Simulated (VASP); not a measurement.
# SrO in VASP: further runs, part 2 of 2

VASP 6.6.1.

### 4 Single point, LDA (mode 6 frozen in at -0.091 Å and mode 10 at -0.083 Å (largest displacements))

File INCAR:

```
SYSTEM = SrO
PREC     = Accurate       ! precision mode
ENCUT    = 520            ! plane-wave cutoff, eV
EDIFF    = 1E-6           ! SCF threshold, eV
ISMEAR   = 0              ! smearing method
SIGMA    = 0.05           ! smearing width, eV
LREAL    = .FALSE.        ! projectors in reciprocal space
LASPH    = .TRUE.         ! aspherical terms in the spheres
NELM     = 80             ! most SCF steps
ALGO     = Normal         ! electronic algorithm
ISIF     = 2              ! what is computed and relaxed
LWAVE    = .FALSE.        ! write WAVECAR
LCHARG   = .FALSE.        ! write CHGCAR
NBANDS   = 24             ! bands
```

File KPOINTS:

```
regular mesh
0
G
  9 9 8
  0 0 0
```

File POSCAR:

```
SrO
1.0
    0.0000000000     -2.5321850030     -2.5321850030
   -2.5321850030      0.0000000000     -2.5321850030
    2.5321850030      2.5321850030     -5.0643700061
Sr O
2 2
Direct
    0.0016350892     -0.0049052676      0.0016350892
    0.5016350892      0.4950947324      0.5016350892
    0.7211935007      0.8024592114      0.7410447137
    0.2608970654      0.2512690904      0.2410458524
```

Potentials or basis: VASP PAW LDA potentials, release 64 (Sr_sv, O).

On the command line:

```
$ cat potpaw_LDA.64/Sr_sv/POTCAR potpaw_LDA.64/O/POTCAR > POTCAR
$ mpirun -np 1 vasp_std > vasp.out
```

OUTCAR:

```text
SYSTEM = SrO
   PREC = Accurate
   ENCUT = 520
   EDIFF = 1E-6
   ISMEAR = 0
   LREAL = .FALSE.
   LASPH = .TRUE.
   NELM = 80
   ISIF = 2

 ion  position               nearest neighbor table
   1  0.002  0.995  0.002-   4 2.48   3 2.49   4 2.49   4 2.52   3 2.52   3 2.70   2 3.58   2 3.58
                             2 3.58   2 3.58   2 3.58   2 3.58   2 5.06   2 5.06   2 5.06   2 5.06
   2  0.502  0.495  0.502-   3 2.36   4 2.55   3 2.55   4 2.58   4 2.58   3 2.59   1 3.58   1 3.58
                             1 3.58   1 3.58   1 3.58   1 3.58   1 5.06   1 5.06   1 5.06   1 5.06
   3  0.721  0.802  0.741-   2 2.36   1 2.49   1 2.52   2 2.55   2 2.59   1 2.70
   4  0.261  0.251  0.241-   1 2.48   1 2.49   1 2.52   2 2.55   2 2.58   2 2.58

[... 872 lines left out ...]
  -------------------------------------------------------------------------------------
  Total        1.1660043      0.3880428      0.2514846      0.0731097      0.0001561     -0.0289828
  in kB       28.7650046      9.5729095      6.2040550      1.8035974      0.0038514     -0.7149987
  external PRESSURE =      14.8473230 kB  Pullay stress =       0.0000000 kB

 VOLUME and BASIS-vectors are now :
 -----------------------------------------------------------------------------
  energy-cutoff  :      520.00
  volume of cell :       64.95
      direct lattice vectors                 reciprocal lattice vectors
     0.000000000 -2.532185003 -2.532185003     0.098728963 -0.296186890 -0.098728963
    -2.532185003  0.000000000 -2.532185003    -0.296186890  0.098728963 -0.098728963
     2.532185003  2.532185003 -5.064370006     0.098728963  0.098728963 -0.098728963

 POSITION                                       TOTAL-FORCE (eV/Angst)
 -----------------------------------------------------------------------------------
     -2.51562      0.00000     -2.53219        -0.140238     -0.000703     -0.000981
      0.01656      0.00000     -5.06437        -0.494269     -0.012715      0.005912
     -0.15551      0.05027     -7.61110         0.689151     -0.242403      0.068164
     -0.02589     -0.05027     -2.51764        -0.054645      0.255821     -0.073094
 -----------------------------------------------------------------------------------
    total drift:                                0.000284      0.000183     -0.000187

  FREE ENERGIE OF THE ION-ELECTRON SYSTEM (eV)
  ---------------------------------------------------
  free  energy   TOTEN  =       -26.7056730254 eV

  energy  without entropy=      -26.7056730254  energy(sigma->0) =      -26.70567303
```

OSZICAR:

```text
N       E                     dE             d eps       ncg     rms          rms(c)
DAV:   1     0.178528336337E+03    0.17853E+03   -0.16996E+04 15600   0.131E+03
DAV:   2    -0.207682698425E+02   -0.19930E+03   -0.18664E+03 21160   0.291E+02
DAV:   3    -0.308532340766E+02   -0.10085E+02   -0.10014E+02 24448   0.594E+01
DAV:   4    -0.311404526798E+02   -0.28722E+00   -0.28712E+00 20544   0.794E+00
DAV:   5    -0.311432348990E+02   -0.27822E-02   -0.27822E-02 22064   0.840E-01    0.274E+01
DAV:   6    -0.270034013649E+02    0.41398E+01   -0.19522E+01 18952   0.249E+01    0.333E+01
DAV:   7    -0.268699975959E+02    0.13340E+00   -0.15701E+00 21768   0.679E+00    0.226E+01
DAV:   8    -0.267426789053E+02    0.12732E+00   -0.93902E-01 17216   0.597E+00    0.373E+00
DAV:   9    -0.267048695316E+02    0.37809E-01   -0.11893E-01 20184   0.228E+00    0.899E-01
DAV:  10    -0.267062194496E+02   -0.13499E-02   -0.99513E-03 18640   0.606E-01    0.301E-01
DAV:  11    -0.267056376317E+02    0.58182E-03   -0.26848E-03 24856   0.310E-01    0.759E-02
DAV:  12    -0.267057088938E+02   -0.71262E-04   -0.54617E-04 20672   0.121E-01    0.595E-02
DAV:  13    -0.267056738020E+02    0.35092E-04   -0.92712E-05 19664   0.592E-02    0.339E-02
DAV:  14    -0.267056731074E+02    0.69462E-06   -0.13677E-05 20864   0.207E-02    0.911E-03
DAV:  15    -0.267056730254E+02    0.81965E-07   -0.43514E-07 12792   0.446E-03
   1 F= -.26705673E+02 E0= -.26705673E+02  d E =-.511792E-14
```

stdout:

```text
POSCAR found type information on POSCAR SrO
 POSCAR found :  2 types and       4 ions
 scaLAPACK will be used
 LDA part: xc-table for (Slater(with rela. corr.)+CA(PZ))
 , standard interpolation
 -----------------------------------------------------------------------------
|                                                                             |
|           W    W    AA    RRRRR   N    N  II  N    N   GGGG   !!!           |
|           W    W   A  A   R    R  NN   N  II  NN   N  G    G  !!!           |
|           W    W  A    A  R    R  N N  N  II  N N  N  G       !!!           |
|           W WW W  AAAAAA  RRRRR   N  N N  II  N  N N  G  GGG   !            |
|           WW  WW  A    A  R   R   N   NN  II  N   NN  G    G                |
|           W    W  A    A  R    R  N    N  II  N    N   GGGG   !!!           |
|                                                                             |
|     Your reciprocal lattice and k-lattice belong to different lattice       |
|     classes:                                                                |
|                                                                             |
|        The reciprocal lattice is rhombohedral (trigonal),                   |
|        whereas your k-lattice is base-centered monoclinic.                  |
|                                                                             |
|     Results are often still useful ...                                      |
|                                                                             |
 -----------------------------------------------------------------------------

 POSCAR, INCAR and KPOINTS ok, starting setup
 FFT: planning ... GRIDC
 FFT: planning ... GRID_SOFT
 FFT: planning ... GRID
 WAVECAR not read
 entering main loop
```

It took 6 min on 1 thread of Intel Xeon Platinum 8488C (Sapphire Rapids), shared host; peak memory 0.5 GiB.

Results:

| Item | Value |
| --- | --- |
| Free energy | -26.7057 eV |
| Pressure | 1.5 GPa |
| Largest force | 0.734 eV/Å |
| Band gap on the k mesh | 3.14 eV |

Forces on the atoms (eV/Å):
```
Sr  -0.140 -0.001 -0.001
Sr  -0.494 -0.013  0.006
O    0.689 -0.242  0.068
O   -0.055  0.256 -0.073
```

Levels at points of the mesh, in eV from the valence-band top:
| k point | band 14 | band 15 | band 16 | band 17 | band 18 | band 19 |
| --- | --- | --- | --- | --- | --- | --- |
| (0.00, 0.00, 0.00) | -0.02 | -0.02 | 0.00 | 4.12 | 6.15 | 6.25 |
| (0.00, 0.00, 0.50) | -0.72 | -0.64 | -0.61 | 5.93 | 6.01 | 6.36 |

Caveat: the cell differs from its parent crystal (mode 6 frozen in at -0.091 Å and mode 10 at -0.083 Å (largest displacements)).
